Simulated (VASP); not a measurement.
# In3Sb (Pm-3m) in VASP: further runs, part 2 of 2

VASP 6.6.1.

## 4. Single point, PBEsol (27.73 Å³/atom)

This run uses another cell than the first one, of 27.73 Å³/atom.

INCAR

```
PREC     = Accurate       # precision mode
ENCUT    = 520            # plane-wave cutoff, eV
EDIFF    = 1E-6           # SCF threshold, eV
ISMEAR   = -1             # smearing method
SIGMA    = 0.05           # smearing width, eV
LREAL    = F              # projectors in reciprocal space
LASPH    = T              # aspherical terms in the spheres
NELM     = 60             # most SCF steps
ALGO     = Fast           # electronic algorithm
ISIF     = 2              # what is computed and relaxed
LWAVE    = F              # write WAVECAR
LCHARG   = T              # write CHGCAR
GGA      = PS             # functional
LELF     = T              # ELF
LVHAR    = T            
NBANDS   = 30             # bands
```

KPOINTS

```
Automatic mesh
0
Gamma
  6 6 6
```

POSCAR

```
In3Sb
1.0
    4.8044981896      0.0000000000      0.0000000000
    0.0000000000      4.8044981896      0.0000000000
    0.0000000000      0.0000000000      4.8044981896
Sb In
1 3
Direct
    0.0000000000      0.0000000000      0.0000000000
    0.0000000000      0.5000000000      0.5000000000
    0.5000000000      0.0000000000      0.5000000000
    0.5000000000      0.5000000000      0.0000000000
```

Potentials or basis: VASP PAW PBE potentials, release 64 (Sb, In_d).

The run is started by

```console
$ cat potpaw_PBE.64/Sb/POTCAR potpaw_PBE.64/In_d/POTCAR > POTCAR
$ mpirun -np 1 vasp_std > vasp.out
```

OUTCAR:

```text
PREC = Accurate
   ENCUT = 520
   EDIFF = 1E-6
   ISMEAR = -1
   LREAL = F
   LASPH = T
   NELM = 60
   ISIF = 2
   GGA = PS

 ion  position               nearest neighbor table
   1  0.000  0.000  0.000-   2 3.40   3 3.40   4 3.40   2 3.40   3 3.40   2 3.40   4 3.40   2 3.40
                             3 3.40   4 3.40   3 3.40   4 3.40
   2  0.000  0.500  0.500-   1 3.40   3 3.40   4 3.40   1 3.40   4 3.40   1 3.40   3 3.40   1 3.40
                             3 3.40   4 3.40   4 3.40   3 3.40
   3  0.500  0.000  0.500-   1 3.40   2 3.40   4 3.40   1 3.40   4 3.40   2 3.40   4 3.40   4 3.40
[... 859 lines left out ...]
  -------------------------------------------------------------------------------------
  Total       -1.3471009     -1.3471009     -1.3471009      0.0000000      0.0000000      0.0000000
  in kB      -19.4610647    -19.4610647    -19.4610647      0.0000000      0.0000000      0.0000000
  external PRESSURE =     -19.4610647 kB  Pullay stress =       0.0000000 kB

 VOLUME and BASIS-vectors are now :
 -----------------------------------------------------------------------------
  energy-cutoff  :      520.00
  volume of cell :      110.90
      direct lattice vectors                 reciprocal lattice vectors
     4.804498190  0.000000000  0.000000000     0.208138282  0.000000000  0.000000000
     0.000000000  4.804498190  0.000000000     0.000000000  0.208138282  0.000000000
     0.000000000  0.000000000  4.804498190     0.000000000  0.000000000  0.208138282

 POSITION                                       TOTAL-FORCE (eV/Angst)
 -----------------------------------------------------------------------------------
      0.00000      0.00000      0.00000         0.000000      0.000000      0.000000
      0.00000      2.40225      2.40225         0.000000      0.000000      0.000000
      2.40225      0.00000      2.40225         0.000000      0.000000      0.000000
      2.40225      2.40225      0.00000         0.000000      0.000000      0.000000
 -----------------------------------------------------------------------------------
    total drift:                                0.000000      0.000000      0.000000

  FREE ENERGIE OF THE ION-ELECTRON SYSTEM (eV)
  ---------------------------------------------------
  free  energy   TOTEN  =       -13.4081969544 eV

  energy  without entropy=      -13.3907443433  energy(sigma->0) =      -13.39947065
```

It took 1.7 min on 1 thread of Intel Xeon 8259CL, shared host; peak memory 0.23 GiB.

Results:

```
Free energy            : -13.4082 eV
Pressure               : -1.9 GPa
Band gap on the k mesh : zero (bands 22 and 23 overlap by 3.59 eV)
```

Caveat: the PAW data sets were made with another functional, which shifts forces and pressure a little; spin-orbit coupling is left out, which moves the levels of the heavy elements.

## 5. Single point, PBEsol

This run uses another cell than the first one, of 28.29 Å³/atom.

INCAR

```
ALGO = Normal
EDIFF = 1E-7
ENCUT = 520
GGA = PS
ISIF = 2
ISMEAR = -1
LASPH = True
LCHARG = False
LREAL = False
LWAVE = False
NBANDS = 30
NELM = 60
PREC = Accurate
SIGMA = 0.05
```

KPOINTS

```
k-points
0
Gamma
  6 6 6
```

POSCAR

```
In3Sb
1.0
    4.8369620000      0.0000000000      0.0000000000
    0.0000000000      4.8369620000      0.0000000000
    0.0000000000      0.0000000000      4.8369620000
Sb In
1 3
Direct
    0.0000000000      0.0000000000      0.0000000000
    0.0000000000      0.5000000000      0.5000000000
    0.5000000000      0.0000000000      0.5000000000
    0.5000000000      0.5000000000      0.0000000000
```

The run is started by

```console
$ cat potpaw_PBE.64/Sb/POTCAR potpaw_PBE.64/In_d/POTCAR > POTCAR
$ mpirun -np 1 vasp_std > vasp.out
```

Wall time 62 s (1 thread of Intel Xeon 8259CL, shared host); peak memory 0.23 GiB.

Results (log left out):

```
Free energy            : -13.3768 eV
Pressure               : -2.6 GPa
Band gap on the k mesh : zero (bands 22 and 23 overlap by 3.50 eV)
```

Levels at points of the mesh, in eV from the Fermi level:
```csv
k point,band 20,band 21,band 22,band 23,band 24,band 25
"(0.00, 0.00, 0.00)",-2.74,-2.29,-2.29,2.34,2.34,2.34
"(0.50, 0.00, 0.00)",-1.46,-1.46,-0.11,-0.11,0.25,1.16
"(0.50, 0.50, 0.00)",-0.50,-0.04,0.36,0.36,1.42,1.63
"(0.50, 0.50, 0.50)",-3.85,-3.85,-3.85,-3.02,5.31,5.31
```

Caveat: the PAW data sets were made with another functional, which shifts forces and pressure a little; spin-orbit coupling is left out, which moves the levels of the heavy elements.

## 6. Single point, PBEsol (28.29 Å³/atom)

This run uses another cell than the first one, of 28.29 Å³/atom.

INCAR

```
SYSTEM = In3Sb
  ALGO = Fast
  EDIFF = 1E-7
  ENCUT = 520
  GGA = PS
  ISIF = 2
  ISMEAR = -1
  LASPH = .True.
  LCHARG = .True.
  LELF = .True.
  LREAL = .False.
  LVHAR = .True.
  LWAVE = .False.
  NBANDS = 30
  NELM = 80
  PREC = Accurate
  SIGMA = 0.05
```

KPOINTS

```
k-points
0
Gamma
  6 6 6
  0 0 0
```

POSCAR is that of step 5.

Potentials or basis: VASP PAW PBE potentials, release 64 (Sb, In_d).

The run is started by

```console
$ cat potpaw_PBE.64/Sb/POTCAR potpaw_PBE.64/In_d/POTCAR > POTCAR
$ mpirun -np 1 vasp_std > vasp.out
```

OUTCAR:

```text
SYSTEM = In3Sb
   EDIFF = 1E-7
   ENCUT = 520
   GGA = PS
   ISIF = 2
   ISMEAR = -1
   LASPH = .True.
   LREAL = .False.
   NELM = 80
   PREC = Accurate

 ion  position               nearest neighbor table
   1  0.000  0.000  0.000-   2 3.42   3 3.42   4 3.42   2 3.42   3 3.42   2 3.42   4 3.42   2 3.42
                             3 3.42   4 3.42   3 3.42   4 3.42
   2  0.000  0.500  0.500-   1 3.42   3 3.42   4 3.42   1 3.42   4 3.42   1 3.42   3 3.42   1 3.42
                             3 3.42   4 3.42   4 3.42   3 3.42
   3  0.500  0.000  0.500-   1 3.42   2 3.42   4 3.42   1 3.42   4 3.42   2 3.42   4 3.42   4 3.42
                             1 3.42   2 3.42   1 3.42   2 3.42
   4  0.500  0.500  0.000-   1 3.42   2 3.42   3 3.42   2 3.42   3 3.42   1 3.42   3 3.42   3 3.42
                             1 3.42   2 3.42   2 3.42   1 3.42

  LATTYP: Found a simple cubic cell.
 ALAT       =     4.8369620000

  Lattice vectors:

 A1 = (   4.8369620000,   0.0000000000,   0.0000000000)
 A2 = (   0.0000000000,   4.8369620000,   0.0000000000)
 A3 = (   0.0000000000,   0.0000000000,   4.8369620000)

Analysis of symmetry for initial positions (statically):
=====================================================================
 Subroutine PRICEL returns:
 Original cell was already a primitive cell.

 Routine SETGRP: Setting up the symmetry group for a
 simple cubic supercell.

 Subroutine GETGRP returns: Found 48 space group operations
 (whereof 48 operations were pure point group operations)
 out of a pool of 48 trial point group operations.

The static configuration has the point symmetry O_h .

Analysis of symmetry for dynamics (positions and initial velocities):
=====================================================================
 Subroutine PRICEL returns:
 Original cell was already a primitive cell.

[... 122 lines left out ...]
   EFERMI_NEDOS =   21; number of points for ismear=-14 and -15
   IALGO  =     68    algorithm
   IMIX   =      4    mixing-type and parameters
     AMIX     =   0.40;   BMIX     =  1.00
     AMIX_MAG =   1.60;   BMIX_MAG =  1.00
  volume/ion in A,a.u.               =      28.29       190.92
  Fermi-wavevector in a.u.,A,eV,Ry     =   1.194867  2.257972 19.425148  1.427708
  Thomas-Fermi vector in A             =   2.330847
   LORBIT       =      0    0 simple, 1 ext, 2 COOP (PROOUT), +10 PAW based schemes
   GGA     = PS    functional components
   LHFCALC =     F    Hartree Fock is set to
   AEXX    =    0.0000 exact exchange contribution
   IVDW    =     0    specifies the selected vdW correction
   LEPSILON=     F    determine dielectric tensor
   LRPA    =     F    only Hartree local field effects (RPA)
 non-spin polarized calculation
 RMM-DIIS sequential band-by-band and
  energy-cutoff  :      520.00
  volume of cell :      113.17
 maximum number of plane-waves:      3112
 NGX is ok and might be reduce to    36
   NGX = 17   NGY = 17   NGZ = 17

 number of electron      43.9999994 magnetization

 Free energy of the ion-electron system (eV)
  ---------------------------------------------------
  ext. energy  EPLUGINS =         0.00000000
  ---------------------------------------------------
  free energy    TOTEN  =       -13.37679997 eV

  energy without entropy =      -13.36014642  energy(sigma->0) =      -13.36847320

 E-fermi :   6.6576     XC(G=0): -10.0496

 val. band max:        6.6183232439   @ k =   0.5000   0.5000   0.0000
 cond. band min:       6.6990183386   @ k =   0.5000   0.1667   0.1667
 fundamental gap:      0.0806950947
 Fermi energy:         6.6576395097

 k-point     1 :       0.0000    0.0000    0.0000
  band No.  band energies     occupation
      1      -7.8075      2.00000
      2      -7.8049      2.00000
      3      -7.8049      2.00000
      4      -7.8049      2.00000
      5      -7.6737      2.00000
      6      -7.6737      2.00000
[... 649 lines left out ...]
     29      14.5603      0.00000
     30      14.5935      0.00000

------------------------ aborting loop because EDIFF is reached ----------------------------------------

  FORCE on cell =-STRESS in cart. coord.  units (eV):
  Direction    XX          YY          ZZ          XY          YZ          ZX
  --------------------------------------------------------------------------------------
  -------------------------------------------------------------------------------------
  Total       -1.8397039     -1.8397039     -1.8397039      0.0000000     -0.0000000      0.0000000
  in kB      -26.0459675    -26.0459675    -26.0459675      0.0000000     -0.0000000      0.0000000
  external PRESSURE =     -26.0459675 kB  Pullay stress =       0.0000000 kB

 VOLUME and BASIS-vectors are now :
 -----------------------------------------------------------------------------
  energy-cutoff  :      520.00
  volume of cell :      113.17
      direct lattice vectors                 reciprocal lattice vectors
     4.836962000  0.000000000  0.000000000     0.206741339  0.000000000  0.000000000
     0.000000000  4.836962000  0.000000000     0.000000000  0.206741339  0.000000000
     0.000000000  0.000000000  4.836962000     0.000000000  0.000000000  0.206741339

 POSITION                                       TOTAL-FORCE (eV/Angst)
 -----------------------------------------------------------------------------------
      0.00000      0.00000      0.00000         0.000000      0.000000      0.000000
      0.00000      2.41848      2.41848         0.000000      0.000000      0.000000
      2.41848      0.00000      2.41848         0.000000      0.000000      0.000000
      2.41848      2.41848      0.00000         0.000000      0.000000      0.000000
 -----------------------------------------------------------------------------------
    total drift:                                0.000000      0.000000      0.000000

  FREE ENERGIE OF THE ION-ELECTRON SYSTEM (eV)
  ---------------------------------------------------
  free  energy   TOTEN  =       -13.3767999698 eV

  energy  without entropy=      -13.3601464249  energy(sigma->0) =      -13.36847320
```

It took 1.9 min on 1 thread of Intel Xeon 8259CL, shared host; peak memory 0.24 GiB.

Results:

```yaml
Free_energy: -13.3768 eV
Pressure: -2.6 GPa
Band_gap_on_the_k_mesh: zero (bands 22 and 23 overlap by 3.50 eV)
```

Levels at points of the mesh, in eV from the Fermi level:
| k point | band 19 | band 20 | band 21 | band 22 | band 23 | band 24 | band 25 | band 26 |
| --- | --- | --- | --- | --- | --- | --- | --- | --- |
| (0.00, 0.00, 0.00) | -2.74 | -2.74 | -2.29 | -2.29 | 2.34 | 2.34 | 2.34 | 3.90 |
| (0.50, 0.00, 0.00) | -1.74 | -1.46 | -1.46 | -0.11 | -0.11 | 0.25 | 1.16 | 4.45 |
| (0.50, 0.50, 0.00) | -5.59 | -0.50 | -0.04 | 0.36 | 0.36 | 1.42 | 1.63 | 1.63 |
| (0.50, 0.50, 0.50) | -4.32 | -3.85 | -3.85 | -3.85 | -3.02 | 5.31 | 5.31 | 5.31 |

Caveat: the PAW data sets were made with another functional, which shifts forces and pressure a little; spin-orbit coupling is left out, which moves the levels of the heavy elements.

## 7. Overview

| cell | gap on the mesh (eV) | pressure (GPa) |
| --- | --- | --- |
| a = 4.738 Å, 4 atoms | none | -0.3 |
| a = 4.772 Å, 4 atoms | none | -1.1 |
| a = 4.804 Å, 4 atoms | none | -1.9 |
| a = 4.837 Å, 4 atoms | none | -2.6 |

Alike in all rows: task single point; level PBEsol; potentials or basis VASP PAW PBE potentials, release 64 (Sb, In_d); no spin polarisation; k mesh 6 × 6 × 6; cutoff (eV) 520; smearing fermi-dirac 0.05 eV.

Caveats: the PAW data sets were made with another functional, which shifts forces and pressure a little; spin-orbit coupling is left out, which moves the levels of the heavy elements.

Absolute energies hang on the potentials; compare differences alone.
